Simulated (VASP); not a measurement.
# CuSnO (Pmmm) in VASP: single point with PBE

Aim: the single point of CuSnO with PBE.

All numbers are computed with VASP 6.6.1; they aren't measurements. Logs are shortened: lines on timing, memory, paths and dates and some standing lists are left out, and cuts for length are marked.

## 1. The cell of the first run

The structure is orthorhombic, space group Pmmm (No. 47). The conventional cell has a = 3.165 Å, b = 3.459 Å, c = 5.503 Å, α = 90.00°, β = 90.00°, γ = 90.00°. Within 2.3 Å of Cu (site symmetry mmm) lie 2 O at 1.73 Å. Sn (site symmetry mmm) has 2 Cu at 2.75 Å and 4 Sn at 3.17 to 3.46 Å and 4 O at 3.25 Å within 3.6 Å. O (site symmetry mmm) has 2 Cu at 1.73 Å within 2.3 Å.

The cell was built from a structure type or drawn by symmetry, and may not be a known phase.

## 2. Single point, PBE, collinear spin

The input, INCAR:

```
SYSTEM = CuSnO
ALGO     = Normal         ! electronic algorithm
EDIFF    = 1E-7           ! SCF threshold, eV
ENCUT    = 520            ! plane-wave cutoff, eV
GGA      = PE             ! functional
ISIF     = 2              ! what is computed and relaxed
ISMEAR   = 0              ! smearing method
ISPIN    = 2              ! spin polarisation
LASPH    = .TRUE.         ! aspherical terms in the spheres
LCHARG   = .TRUE.         ! write CHGCAR
LELF     = .TRUE.         ! ELF
LMAXMIX  = 4              ! l up to which the mixer works
LORBIT   = 11             ! projections on sites
LREAL    = .FALSE.        ! projectors in reciprocal space
LVHAR    = .TRUE.       
LWAVE    = .FALSE.        ! write WAVECAR
MAGMOM   = 1 0 0          ! initial moments
NBANDS   = 26             ! bands
NELM     = 150            ! most SCF steps
PREC     = Accurate       ! precision mode
SIGMA    = 0.1            ! smearing width, eV
```

The input, KPOINTS:

```
k-points
0
G
  6 6 4
  0 0 0
```

The input, POSCAR:

```
CuSnO
1.0
    3.4591316080      0.0000000000      0.0000000000
    0.0000000000      3.1653246164      0.0000000000
    0.0000000000      0.0000000000      5.5031396804
Cu Sn O
1 1 1
Direct
    0.0000000000      0.5000000000      0.5000000000
    0.0000000000      0.5000000000      0.0000000000
    0.5000000000      0.5000000000      0.5000000000
```

Potentials or basis: VASP PAW PBE potentials, release 64 (Cu, Sn_d, O).

Launch:

```sh
$ cat potpaw_PBE.64/Cu/POTCAR potpaw_PBE.64/Sn_d/POTCAR potpaw_PBE.64/O/POTCAR > POTCAR
$ mpirun -np 1 vasp_std > vasp.out
```

OUTCAR:

```text
SYSTEM = CuSnO
   EDIFF = 1E-7
   ENCUT = 520
   GGA = PE
   ISIF = 2
   ISMEAR = 0
   ISPIN = 2
   LASPH = .TRUE.
   LORBIT = 11
   LREAL = .FALSE.
   NELM = 150
   PREC = Accurate

 ion  position               nearest neighbor table
   1  0.000  0.500  0.500-   3 1.73   3 1.73   2 2.75   2 2.75
   2  0.000  0.500  0.000-   1 2.75   1 2.75
   3  0.500  0.500  0.500-   1 1.73   1 1.73

  LATTYP: Found a simple orthorhombic cell.
 ALAT       =     3.1653246164
 B/A-ratio  =     1.0928204931
 C/A-ratio  =     1.7385703987

  Lattice vectors:

 A1 = (   0.0000000000,  -3.1653246164,   0.0000000000)
 A2 = (   3.4591316080,   0.0000000000,   0.0000000000)
 A3 = (   0.0000000000,   0.0000000000,   5.5031396804)

Analysis of symmetry for initial positions (statically):
=====================================================================
 Subroutine PRICEL returns:
 Original cell was already a primitive cell.

 Routine SETGRP: Setting up the symmetry group for a
 simple orthorhombic supercell.

 Subroutine GETGRP returns: Found  8 space group operations
 (whereof  8 operations were pure point group operations)
 out of a pool of  8 trial point group operations.

The static configuration has the point symmetry D_2h.

Analysis of symmetry for dynamics (positions and initial velocities):
=====================================================================
 Subroutine PRICEL returns:
 Original cell was already a primitive cell.

 Routine SETGRP: Setting up the symmetry group for a
 simple orthorhombic supercell.

 Subroutine GETGRP returns: Found  8 space group operations
 (whereof  8 operations were pure point group operations)
 out of a pool of  8 trial point group operations.

The dynamic configuration has the point symmetry D_2h.

Analysis of structural, dynamic, and magnetic symmetry:
=====================================================================
 Subroutine PRICEL returns:
 Original cell was already a primitive cell.

 Routine SETGRP: Setting up the symmetry group for a
 simple orthorhombic supercell.

 Subroutine GETGRP returns: Found  8 space group operations
 (whereof  8 operations were pure point group operations)
 out of a pool of  8 trial point group operations.

The overall configuration has the point symmetry D_2h.

 Subroutine INISYM returns: Found  8 space group operations
 (whereof  8 operations are pure point group operations),
 and found     1 'primitive' translations

[... 123 lines left out ...]
   AEXX    =    0.0000 exact exchange contribution
   IVDW    =     0    specifies the selected vdW correction
   LEPSILON=     F    determine dielectric tensor
   LRPA    =     F    only Hartree local field effects (RPA)
 spin polarized calculation
 Gauss-broadening in eV      SIGMA  =   0.10
  energy-cutoff  :      520.00
  volume of cell :       60.26
 maximum number of plane-waves:      1664
 NGX is ok and might be reduce to    28
   NGX = 13   NGY = 11   NGZ = 21

 number of electron      31.0000018 magnetization      -0.0023593

 number of electron      31.0000018 magnetization       0.0001185

 Free energy of the ion-electron system (eV)
  ---------------------------------------------------
  ext. energy  EPLUGINS =         0.00000000
  ---------------------------------------------------
  free energy    TOTEN  =       -12.80251689 eV

  energy without entropy =      -12.79186327  energy(sigma->0) =      -12.79719008

 E-fermi :   4.2579     XC(G=0):  -9.6681

 val. band max:        4.2427498807   @ k =   0.3333   0.1667   0.5000
 cond. band min:       4.2817309029   @ k =   0.5000   0.0000   0.5000
 fundamental gap:      0.0389810222
 Fermi energy:         4.2578996530

 spin component 1

 k-point     1 :       0.0000    0.0000    0.0000
  band No.  band energies     occupation
      1     -17.3353      1.00000
      2     -17.3037      1.00000
      3     -17.2149      1.00000
      4     -17.1665      1.00000
      5     -17.1163      1.00000
      6     -14.1823      1.00000
[... 685 lines left out ...]
     25      18.4002      0.00000
     26      18.6216      0.00000

 [... further k-points ...]

 spin component 2

 k-point     1 :       0.0000    0.0000    0.0000
  band No.  band energies     occupation
      1     -17.3353      1.00000
      2     -17.3037      1.00000
      3     -17.2149      1.00000
      4     -17.1665      1.00000
      5     -17.1163      1.00000
      6     -14.1822      1.00000
[... 685 lines left out ...]
     25      18.4002      0.00000
     26      18.6216      0.00000

 [... further k-points ...]

------------------------ aborting loop because EDIFF is reached ----------------------------------------

  FORCE on cell =-STRESS in cart. coord.  units (eV):
  Direction    XX          YY          ZZ          XY          YZ          ZX
  --------------------------------------------------------------------------------------
  -------------------------------------------------------------------------------------
  Total        0.4254726     -0.0670490     -0.0818919     -0.0000000      0.0000000      0.0000000
  in kB       11.3132225     -1.7828180     -2.1774864     -0.0000000      0.0000000      0.0000000
  external PRESSURE =       2.4509727 kB  Pullay stress =       0.0000000 kB

 VOLUME and BASIS-vectors are now :
 -----------------------------------------------------------------------------
  energy-cutoff  :      520.00
  volume of cell :       60.26
      direct lattice vectors                 reciprocal lattice vectors
     3.459131608  0.000000000  0.000000000     0.289089897  0.000000000  0.000000000
     0.000000000  3.165324616  0.000000000     0.000000000  0.315923364  0.000000000
     0.000000000  0.000000000  5.503139680     0.000000000  0.000000000  0.181714450

 POSITION                                       TOTAL-FORCE (eV/Angst)
 -----------------------------------------------------------------------------------
      0.00000      1.58266      2.75157         0.000000      0.000000      0.000000
      0.00000      1.58266      0.00000         0.000000      0.000000      0.000000
      1.72957      1.58266      2.75157         0.000000      0.000000      0.000000
 -----------------------------------------------------------------------------------
    total drift:                               -0.000000      0.000000      0.000000

  FREE ENERGIE OF THE ION-ELECTRON SYSTEM (eV)
  ---------------------------------------------------
  free  energy   TOTEN  =       -12.8025168908 eV

  energy  without entropy=      -12.7918632742  energy(sigma->0) =      -12.79719008

 total charge

# of ion       s       p       d       tot
------------------------------------------
    1        0.499   0.485   9.141  10.125
    2        1.295   0.825   9.959  12.078
    3        1.560   3.399   0.000   4.960
--------------------------------------------------
tot          3.354   4.709  19.099  27.162

 magnetization (x)

# of ion       s       p       d       tot
------------------------------------------
    1       -0.000  -0.000   0.000   0.000
    2        0.000   0.000   0.000   0.000
    3        0.000   0.000   0.000   0.000
--------------------------------------------------
tot          0.000   0.000   0.000   0.000
```

OSZICAR:

```text
N       E                     dE             d eps       ncg     rms          rms(c)
DAV:   1     0.280085371028E+03    0.28009E+03   -0.14493E+04  5164   0.174E+03
DAV:   2     0.224328618340E+02   -0.25765E+03   -0.23602E+03  5066   0.404E+02
DAV:   3    -0.156546803323E+02   -0.38088E+02   -0.36503E+02  5776   0.143E+02
DAV:   4    -0.171348593810E+02   -0.14802E+01   -0.14736E+01  6108   0.303E+01
DAV:   5    -0.171836827200E+02   -0.48823E-01   -0.48809E-01  6572   0.582E+00    0.185E+01
DAV:   6    -0.207130470251E+02   -0.35294E+01   -0.10064E+02  6276   0.159E+02    0.169E+01
DAV:   7    -0.134271636008E+02    0.72859E+01   -0.14419E+01  6092   0.744E+01    0.605E+00
DAV:   8    -0.128098303439E+02    0.61733E+00   -0.29798E+00  7246   0.387E+01    0.249E+00
DAV:   9    -0.128997654987E+02   -0.89935E-01   -0.91113E-01  6974   0.159E+01    0.226E+00
DAV:  10    -0.128074297592E+02    0.92336E-01   -0.30245E-01  6906   0.919E+00    0.807E-01
DAV:  11    -0.128043367232E+02    0.30930E-02   -0.35463E-02  7536   0.264E+00    0.396E-01
DAV:  12    -0.128034338477E+02    0.90288E-03   -0.23398E-02  6618   0.338E+00    0.332E-01
DAV:  13    -0.128025703473E+02    0.86350E-03   -0.43825E-03  7342   0.133E+00    0.868E-02
DAV:  14    -0.128025448329E+02    0.25514E-04   -0.87284E-04  7284   0.483E-01    0.572E-02
DAV:  15    -0.128025637391E+02   -0.18906E-04   -0.83438E-05  7214   0.746E-02    0.570E-02
DAV:  16    -0.128025171684E+02    0.46571E-04   -0.10167E-04  6910   0.212E-01    0.126E-02
DAV:  17    -0.128025168664E+02    0.30200E-06   -0.15029E-05  7568   0.366E-02    0.417E-03
DAV:  18    -0.128025168908E+02   -0.24414E-07   -0.86358E-07  5344   0.686E-03
   1 F= -.12802517E+02 E0= -.12797190E+02  d E =-.106536E-01  mag=     0.0000
```

Wall time 5.4 min (1 thread of AMD EPYC, shared host); peak memory 0.24 GiB.

What came out:

```yaml
Free_energy: -12.8025 eV
Pressure: 0.2 GPa
Net_moment: 0.00 μB per cell
Valence_electrons_inside_the_program's_atomic_spheres: Cu 10.12; Sn 12.08; O 4.96
```

Stress tensor (GPa, compression positive):
```
 1.13  0.00  0.00
 0.00 -0.18  0.00
 0.00  0.00 -0.22
```

Levels at points of the mesh, in eV from the Fermi level:
Spin up:
```csv
k point,band 12,band 13,band 14,band 15,band 16,band 17,band 18,band 19,band 20,band 21
"(0.00, 0.00, 0.00)",-2.68,-2.61,-2.56,-1.91,0.61,2.91,4.23,6.32,8.16,9.92
"(0.50, 0.00, 0.00)",-2.59,-2.41,-1.45,-0.72,-0.41,0.24,7.19,7.45,7.50,9.01
"(0.00, 0.50, 0.00)",-2.93,-2.87,-2.33,-2.09,-1.97,2.17,5.54,5.79,6.36,6.42
"(0.50, 0.50, 0.00)",-2.06,-1.59,-0.29,-0.27,-0.16,0.05,1.29,4.44,4.62,7.62
"(0.00, 0.00, 0.50)",-2.68,-2.63,-2.63,-1.89,-0.15,4.23,6.26,6.44,6.70,9.19
"(0.50, 0.00, 0.50)",-2.89,-2.61,-2.02,0.02,0.24,3.11,5.37,6.77,7.88,9.26
"(0.00, 0.50, 0.50)",-3.08,-2.87,-2.08,-2.04,-1.99,1.54,4.02,6.41,9.15,9.95
"(0.50, 0.50, 0.50)",-3.11,-1.26,-0.97,-0.71,-0.25,0.82,2.86,4.32,4.47,8.74
```
Spin down:
```csv
k point,band 13,band 14,band 15,band 16,band 17,band 18,band 19,band 20
"(0.00, 0.00, 0.00)",-2.61,-2.56,-1.91,0.61,2.91,4.23,6.32,8.16
"(0.50, 0.00, 0.00)",-2.41,-1.45,-0.72,-0.41,0.24,7.19,7.45,7.50
"(0.00, 0.50, 0.00)",-2.87,-2.33,-2.09,-1.97,2.17,5.54,5.79,6.36
"(0.50, 0.50, 0.00)",-1.59,-0.29,-0.27,-0.16,0.05,1.29,4.44,4.62
"(0.00, 0.00, 0.50)",-2.63,-2.63,-1.89,-0.15,4.23,6.26,6.44,6.70
"(0.50, 0.00, 0.50)",-2.61,-2.02,0.02,0.24,3.11,5.37,6.77,7.88
"(0.00, 0.50, 0.50)",-2.87,-2.08,-2.04,-1.99,1.54,4.02,6.41,9.15
"(0.50, 0.50, 0.50)",-1.26,-0.97,-0.71,-0.25,0.82,2.86,4.32,4.47
```

Caveat: spin-orbit coupling is left out, which moves the levels of the heavy elements. With open d or f shells a metallic result of PBE can be an artefact of self-interaction; +U or a hybrid may open a gap.
